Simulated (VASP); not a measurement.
# SnSe2 (P-3m1) in VASP: further runs

SnSe2 is run at these levels: PBE+D3(BJ); tasks: single point.

Everything below comes from runs of VASP 6.6.1. Logs are shortened: lines on timing, memory, paths and dates and some standing lists are left out, and cuts for length are marked.

### 1 The cell of the first run

The structure is trigonal, space group P-3m1 (No. 164). The conventional cell has a = 3.410 Å, b = 3.410 Å, c = 6.402 Å, α = 90.00°, β = 90.00°, γ = 120.00°. Within 3.5 Å of Sn (site symmetry -3m) lie 6 Se at 2.60 Å and 6 Sn at 3.41 Å. Within 3.6 Å of Se (site symmetry 3m) lie 3 Sn at 2.60 Å and 9 Se at 3.41 to 3.59 Å.

### 2 Single point, PBE+D3(BJ) (21.49 Å³/atom)

File INCAR:

```
ALGO = Normal ; EDIFF = 1E-6
ENCUT = 500 ; GGA = PE
GGA_COMPAT = F ; ISIF = 2
ISMEAR = 0 ; IVDW = 12
LASPH = T ; LCHARG = F
LREAL = F ; LWAVE = F
NBANDS = 20 ; NELM = 120
PREC = Accurate ; SIGMA = 0.03
```

File KPOINTS:

```
k-points
0
Gamma
  12 12 6
```

File POSCAR:

```
SnSe2
1.0
    3.4100185513      0.0000000000      0.0000000000
   -1.7050092757      2.9531626928      0.0000000000
    0.0000000000      0.0000000000      6.4019688282
Sn Se
1 2
Direct
    0.0000000000      0.0000000000      0.0000000000
    0.3333333333      0.6666666667      0.2651331237
    0.6666666667      0.3333333333      0.7348668763
```

Potentials or basis: VASP PAW PBE potentials, release 64 (Sn_d, Se).

Started as:

```
> cat potpaw_PBE.64/Sn_d/POTCAR potpaw_PBE.64/Se/POTCAR > POTCAR
> mpirun -np 1 vasp_std > vasp.out
```

OUTCAR:

```text
EDIFF = 1E-6
   ENCUT = 500
   GGA = PE
   ISIF = 2
   ISMEAR = 0
   IVDW = 12
   LASPH = T
   LREAL = F
   NELM = 120
   PREC = Accurate
 IVDW          = 12

 ion  position               nearest neighbor table
   1  0.000  0.000  0.000-   2 2.60   3 2.60   3 2.60   2 2.60   3 2.60   2 2.60
   2  0.333  0.667  0.265-   1 2.60   1 2.60   1 2.60
   3  0.667  0.333  0.735-   1 2.60   1 2.60   1 2.60

  LATTYP: Found a hexagonal cell.
 ALAT       =     3.4100185513
 C/A-ratio  =     1.8774000000

  Lattice vectors:

 A1 = (   3.4100185513,   0.0000000000,   0.0000000000)
 A2 = (  -1.7050092757,   2.9531626928,   0.0000000000)
 A3 = (   0.0000000000,   0.0000000000,   6.4019688282)

Analysis of symmetry for initial positions (statically):
=====================================================================
 Subroutine PRICEL returns:
 Original cell was already a primitive cell.

 Routine SETGRP: Setting up the symmetry group for a
 hexagonal supercell.

 Subroutine GETGRP returns: Found 12 space group operations
 (whereof 12 operations were pure point group operations)
 out of a pool of 24 trial point group operations.

The static configuration has the point symmetry D_3d.

Analysis of symmetry for dynamics (positions and initial velocities):
=====================================================================
 Subroutine PRICEL returns:
 Original cell was already a primitive cell.

 Routine SETGRP: Setting up the symmetry group for a
 hexagonal supercell.

 Subroutine GETGRP returns: Found 12 space group operations
 (whereof 12 operations were pure point group operations)
 out of a pool of 24 trial point group operations.

The dynamic configuration has the point symmetry D_3d.

 Subroutine INISYM returns: Found 12 space group operations
 (whereof 12 operations are pure point group operations),
 and found     1 'primitive' translations

----------------------------------------------------------------------------------------

                                     Primitive cell

  volume of cell :      64.4700

  direct lattice vectors                    reciprocal lattice vectors
     3.410018551  0.000000000  0.000000000     0.293253537  0.169310008  0.000000000
    -1.705009276  2.953162693  0.000000000     0.000000000  0.338620017  0.000000000
     0.000000000  0.000000000  6.401968828     0.000000000  0.000000000  0.156201948

  length of vectors
     3.410018551  3.410018551  6.401968828     0.338620017  0.338620017  0.156201948

  position of ions in fractional coordinates (direct lattice)
     0.000000000  0.000000000  0.000000000
     0.333333333  0.666666667  0.265133124
     0.666666667  0.333333333  0.734866876

  ion indices of the primitive-cell ions
   primitive index   ion index
                 1           1
                 2           2
                 3           3

----------------------------------------------------------------------------------------

 KPOINTS: k-points

Automatic generation of k-mesh.
 Grid dimensions read from file:
 generate k-points for:   12   12    6

 Generating k-lattice:

  Cartesian coordinates                     Fractional coordinates (reciprocal lattice)
     0.024437795  0.014109167  0.000000000     0.083333333  0.000000000  0.000000000
     0.000000000  0.028218335  0.000000000     0.000000000  0.083333333  0.000000000
     0.000000000  0.000000000  0.026033658     0.000000000  0.000000000  0.166666667

  Length of vectors
     0.028218335  0.028218335  0.026033658

  Shift w.r.t. Gamma in fractional coordinates (k-lattice)
     0.000000000  0.000000000  0.000000000

 Subroutine IBZKPT returns following result:
 ===========================================

 Found    100 irreducible k-points:

 Following reciprocal coordinates:
            Coordinates               Weight
  0.000000  0.000000  0.000000      1.000000
  0.083333  0.000000  0.000000      6.000000
  0.166667 -0.000000  0.000000      6.000000
  0.250000  0.000000  0.000000      6.000000
  0.333333  0.000000  0.000000      6.000000
  0.416667 -0.000000  0.000000      6.000000
[... 16 lines left out ...]
  0.166667 -0.000000  0.166667      6.000000
  0.000000  0.166667  0.166667      6.000000
 [... further k-points ...]
   k-points           NKPTS =    100   k-points in BZ     NKDIM =    100   number of bands    NBANDS=     20
   number of dos      NEDOS =    301   number of ions     NIONS =      3
   total plane-waves  NPLWV =  37632
   dimension x,y,z NGX =    28 NGY =   28 NGZ =   48
   dimension x,y,z NGXF=    56 NGYF=   56 NGZF=   96
   ions per type =               1   2
   NGX,Y,Z   is equivalent  to a cutoff of  13.65, 13.65, 12.46 a.u.
   NGXF,Y,Z  is equivalent  to a cutoff of  27.30, 27.30, 24.93 a.u.
 SYSTEM =  unknown system
   PREC   = accura    normal or accurate (medium, high low for compatibility)
   ISTART =      0    job   : 0-new  1-cont  2-samecut
   ICHARG =      2    charge: 1-file 2-atom 10-const
   ISPIN  =      1    spin polarized calculation?
   LNONCOLLINEAR =      F non collinear calculations
   LSORBIT =      F    spin-orbit coupling
   LASPH  =      T    aspherical Exc in radial PAW
   ENCUT  =  500.0 eV  36.75 Ry    6.06 a.u.   6.22  6.22 11.67*2*pi/ulx,y,z
   NELM   =    120;   NELMIN=  2; NELMDL= -5     # of ELM steps
   EDIFF  = 0.1E-05   stopping-criterion for ELM
   LREAL  =      F    real-space projection
   EDIFFG = 0.1E-04   stopping-criterion for IOM
   NSW    =      0    number of steps for IOM
   IBRION =     -1    ionic relax: 0-MD 1-quasi-New 2-CG
   NFREE  =      0    steps in history (QN), initial steepest desc. (CG)
   ISIF   =      2    stress and relaxation
   ISYM   =      2    0-nonsym 1-usesym 2-fastsym
   POTIM  = 0.5000    time-step for ionic-motion
   TEBEG  =    0.0;   TEEND  =   0.0 temperature during run
   PSTRESS=    0.0 pullay stress
   NELECT =      26.0000    total number of electrons
   NUPDOWN=      -1.0000    fix difference up-down
   EMIN   =  10.00;   EMAX   =-10.00  energy-range for DOS
   EFERMI =   0.00;   METHOD = LEGACY
   ISMEAR =     0;   SIGMA  =   0.03  broadening in eV -4-tet -1-fermi 0-gaus
   EFERMI_NEDOS =   21; number of points for ismear=-14 and -15
   IALGO  =     38    algorithm
   IMIX   =      4    mixing-type and parameters
     AMIX     =   0.40;   BMIX     =  1.00
     AMIX_MAG =   1.60;   BMIX_MAG =  1.00
  volume/ion in A,a.u.               =      21.49       145.02
  Fermi-wavevector in a.u.,A,eV,Ry     =   1.209521  2.285663 19.904519  1.462941
  Thomas-Fermi vector in A             =   2.345096
   LORBIT       =      0    0 simple, 1 ext, 2 COOP (PROOUT), +10 PAW based schemes
   GGA     = PE    functional components
   LHFCALC =     F    Hartree Fock is set to
   AEXX    =    0.0000 exact exchange contribution
   IVDW    =    12    specifies the selected vdW correction
   LEPSILON=     F    determine dielectric tensor
   LRPA    =     F    only Hartree local field effects (RPA)
 non-spin polarized calculation
 Gauss-broadening in eV      SIGMA  =   0.03
  energy-cutoff  :      500.00
  volume of cell :       64.47
 maximum number of plane-waves:      1655
 NGX is ok and might be reduce to    28
   NGX = 13   NGY = 13   NGZ = 23

 number of electron      26.0000004 magnetization

 Free energy of the ion-electron system (eV)
  ---------------------------------------------------
  ext. energy  EPLUGINS =         0.00000000
  ---------------------------------------------------
  free energy    TOTEN  =       -10.61384259 eV

  energy without entropy =      -10.61359106  energy(sigma->0) =      -10.61371682

 E-fermi :   6.9673     XC(G=0): -10.3800

 val. band max:        6.9463074749   @ k =   0.3333   0.3333   0.0000
 cond. band min:       6.9718026880   @ k =   0.0833   0.0000   0.0000
 fundamental gap:      0.0254952131
 Fermi energy:         6.9673450856

 k-point     1 :       0.0000    0.0000    0.0000
  band No.  band energies     occupation
      1     -15.1918      2.00000
      2     -15.1918      2.00000
      3     -15.1061      2.00000
      4     -15.0558      2.00000
      5     -15.0558      2.00000
      6      -8.9345      2.00000
[... 12 lines left out ...]
     19      16.2478      0.00000
     20      16.2478      0.00000

 k-point     2 :       0.0833    0.0000    0.0000
  band No.  band energies     occupation
      1     -15.1968      2.00000
      2     -15.1827      2.00000
      3     -15.1003      2.00000
      4     -15.0640      2.00000
      5     -15.0568      2.00000
      6      -8.8348      2.00000
[... 12 lines left out ...]
     19      15.2241      0.00000
     20      16.3646      0.00000

 k-point     3 :       0.1667   -0.0000    0.0000
  band No.  band energies     occupation
      1     -15.2132      2.00000
      2     -15.1587      2.00000
      3     -15.0891      2.00000
      4     -15.0791      2.00000
      5     -15.0589      2.00000
      6      -8.5394      2.00000
[... 12 lines left out ...]
     19      15.3111      0.00000
     20      15.8350      0.00000

 k-point     4 :       0.2500    0.0000    0.0000
  band No.  band energies     occupation
      1     -15.2397      2.00000
      2     -15.1290      2.00000
      3     -15.1119      2.00000
      4     -15.0581      2.00000
      5     -15.0568      2.00000
      6      -8.0645      2.00000
[... 12 lines left out ...]
     19      15.4381      0.00000
     20      16.2555      0.00000

 k-point     5 :       0.3333    0.0000    0.0000
  band No.  band energies     occupation
      1     -15.2696      2.00000
      2     -15.1339      2.00000
      3     -15.1091      2.00000
      4     -15.0474      2.00000
      5     -15.0316      2.00000
      6      -7.4520      2.00000
[... 12 lines left out ...]
     19      15.0773      0.00000
     20      17.0921      0.00000

 k-point     6 :       0.4167   -0.0000    0.0000
  band No.  band energies     occupation
      1     -15.2928      2.00000
      2     -15.1483      2.00000
      3     -15.1033      2.00000
      4     -15.0305      2.00000
      5     -15.0131      2.00000
      6      -6.8098      2.00000
[... 12 lines left out ...]
     19      15.1418      0.00000
     20      16.5552      0.00000

 k-point     7 :       0.5000    0.0000    0.0000
  band No.  band energies     occupation
      1     -15.3015      2.00000
      2     -15.1533      2.00000
      3     -15.1025      2.00000
      4     -15.0228      2.00000
      5     -15.0064      2.00000
      6      -6.4544      2.00000
[... 12 lines left out ...]
     19      15.5107      0.00000
     20      15.9171      0.00000
[... 277 lines left out ...]
 k-point    20 :       0.0000    0.0000    0.1667
  band No.  band energies     occupation
      1     -15.1918      2.00000
      2     -15.1918      2.00000
      3     -15.1060      2.00000
      4     -15.0558      2.00000
      5     -15.0558      2.00000
      6      -8.8920      2.00000
[... 12 lines left out ...]
     19      16.0887      0.00000
     20      16.0887      0.00000

 k-point    21 :       0.0833    0.0000    0.1667
  band No.  band energies     occupation
      1     -15.1968      2.00000
      2     -15.1827      2.00000
      3     -15.1002      2.00000
      4     -15.0640      2.00000
      5     -15.0569      2.00000
      6      -8.7923      2.00000
[... 12 lines left out ...]
     19      14.9881      0.00000
     20      16.4254      0.00000

 k-point    22 :       0.0000    0.0833    0.1667
  band No.  band energies     occupation
      1     -15.1968      2.00000
      2     -15.1827      2.00000
      3     -15.1002      2.00000
      4     -15.0640      2.00000
      5     -15.0569      2.00000
      6      -8.7922      2.00000
[... 12 lines left out ...]
     19      15.1204      0.00000
     20      16.1100      0.00000

 k-point    23 :       0.1667   -0.0000    0.1667
  band No.  band energies     occupation
      1     -15.2132      2.00000
      2     -15.1587      2.00000
      3     -15.0890      2.00000
      4     -15.0791      2.00000
      5     -15.0589      2.00000
      6      -8.4977      2.00000
[... 12 lines left out ...]
     19      15.5645      0.00000
     20      15.6999      0.00000

 k-point    24 :       0.0000    0.1667    0.1667
  band No.  band energies     occupation
      1     -15.2132      2.00000
      2     -15.1587      2.00000
      3     -15.0892      2.00000
      4     -15.0790      2.00000
      5     -15.0589      2.00000
      6      -8.4965      2.00000
[... 12 lines left out ...]
     19      15.2141      0.00000
     20      15.8575      0.00000

 [... further k-points ...]

------------------------ aborting loop because EDIFF is reached ----------------------------------------

 Edisp (eV)   -1.30035

 E8    (eV) :    -0.5669

  FORCE on cell =-STRESS in cart. coord.  units (eV):
  Direction    XX          YY          ZZ          XY          YZ          ZX
  --------------------------------------------------------------------------------------
  -------------------------------------------------------------------------------------
  Total       9.53329     9.53329     2.26111    -0.00000     0.00000     0.00000
  in kB     236.91664   236.91664    56.19192    -0.00000     0.00000     0.00000
  external pressure =      176.68 kB  Pullay stress =        0.00 kB

 VOLUME and BASIS-vectors are now :
 -----------------------------------------------------------------------------
  energy-cutoff  :      500.00
  volume of cell :       64.47
      direct lattice vectors                 reciprocal lattice vectors
     3.410018551  0.000000000  0.000000000     0.293253537  0.169310008  0.000000000
    -1.705009276  2.953162693  0.000000000     0.000000000  0.338620017  0.000000000
     0.000000000  0.000000000  6.401968828     0.000000000  0.000000000  0.156201948

 POSITION                                       TOTAL-FORCE (eV/Angst)
 -----------------------------------------------------------------------------------
      0.00000      0.00000      0.00000        -0.000000      0.000000      0.000000
     -0.00000      1.96878      1.69737         0.000000      0.000000      0.667426
      1.70501      0.98439      4.70459        -0.000000     -0.000000     -0.667426
 -----------------------------------------------------------------------------------
    total drift:                               -0.000000      0.000000     -0.000000

  FREE ENERGIE OF THE ION-ELECTRON SYSTEM (eV)
  ---------------------------------------------------
  free  energy   TOTEN  =       -11.9141920223 eV

  energy  without entropy=      -11.9139404949  energy(sigma->0) =      -11.91406626
```

Run time: 2.6 min. Hardware: 1 thread of Intel Xeon 8259CL, shared host; peak memory 0.27 GiB.

Results:

* Free energy: -11.9142 eV
* Pressure: 17.7 GPa
* Largest force: 0.667 eV/Å
* Band gap on the k mesh: zero (bands 13 and 14 overlap by 0.43 eV)
* Dispersion energy per atom: -0.433 eV

Forces in eV/Å, atoms in the order of the input:
```
Sn   0.000  0.000  0.000
Se   0.000  0.000  0.667
Se   0.000  0.000 -0.667
```

Caveat: the cell stands under pressure; semilocal functionals underestimate gaps, so a narrow gap can read as zero; spin-orbit coupling is left out, which moves the levels of the heavy elements.

### 3 Single point, PBE+D3(BJ) (21.49 Å³/atom)

File INCAR:

```
  PREC = Accurate
  ENCUT = 500
  EDIFF = 1E-6
  ISMEAR = 0
  SIGMA = 0.03
  LREAL = False
  LASPH = True
  NELM = 120
  ALGO = Normal
  ISIF = 2
  LWAVE = False
  LCHARG = False
  GGA = PE
  IVDW = 12
  NBANDS = 20
  GGA_COMPAT = False
```

File KPOINTS:

```
Automatic mesh
0
Gamma
  12 12 6
```

File POSCAR:

```
SnSe2
1.0
    3.8498055303      0.0000000000      0.0000000000
   -1.9249027652      3.3340293889      0.0000000000
    0.0000000000      0.0000000000      5.0228412754
Sn Se
1 2
Direct
    0.0000000000      0.0000000000      0.0000000000
    0.3333333333      0.6666666667      0.2651331237
    0.6666666667      0.3333333333      0.7348668763
```

Potentials or basis: VASP PAW PBE potentials, release 64 (Sn_d, Se).

Started as:

```
> cat potpaw_PBE.64/Sn_d/POTCAR potpaw_PBE.64/Se/POTCAR > POTCAR
> mpirun -np 1 vasp_std > vasp.out
```

Wall time 2.4 min (1 thread of Intel Xeon 8259CL, shared host); peak memory 0.27 GiB.

Results (log left out):

* Free energy: -12.1281 eV
* Pressure: 17.0 GPa
* Largest force: 2.287 eV/Å
* Band gap on the k mesh: zero (bands 13 and 14 overlap by 0.23 eV)
* Dispersion energy per atom: -0.436 eV

Forces in eV/Å, atoms in the order of the input:
```
Sn   0.000  0.000  0.000
Se   0.000  0.000  2.287
Se   0.000  0.000 -2.287
```

Stress tensor (GPa, compression positive):
```
15.28  0.00  0.00
 0.00 15.28  0.00
 0.00  0.00 20.47
```

Levels at points of the mesh, in eV from the Fermi level:
| k point | band 10 | band 11 | band 12 | band 13 | band 14 | band 15 | band 16 | band 17 |
| --- | --- | --- | --- | --- | --- | --- | --- | --- |
| (0.00, 0.00, 0.00) | -2.46 | -2.39 | -2.39 | -0.32 | 0.21 | 1.12 | 3.65 | 3.65 |
| (0.50, 0.00, 0.00) | -4.97 | -4.47 | -2.67 | -1.13 | 0.31 | 2.88 | 4.27 | 4.34 |
| (0.00, 0.00, 0.50) | -2.72 | -2.72 | -1.81 | -1.81 | 1.44 | 1.45 | 2.56 | 2.56 |
| (0.50, 0.00, 0.50) | -4.37 | -2.53 | -2.51 | -2.43 | 1.22 | 3.47 | 5.05 | 6.22 |

Caveat: the cell stands under pressure; semilocal functionals underestimate gaps, so a narrow gap can read as zero; spin-orbit coupling is left out, which moves the levels of the heavy elements; forces of over 1 eV/Å act on the atoms, so gaps and moduli don't describe the material at rest.

[end of part 1 of 2]
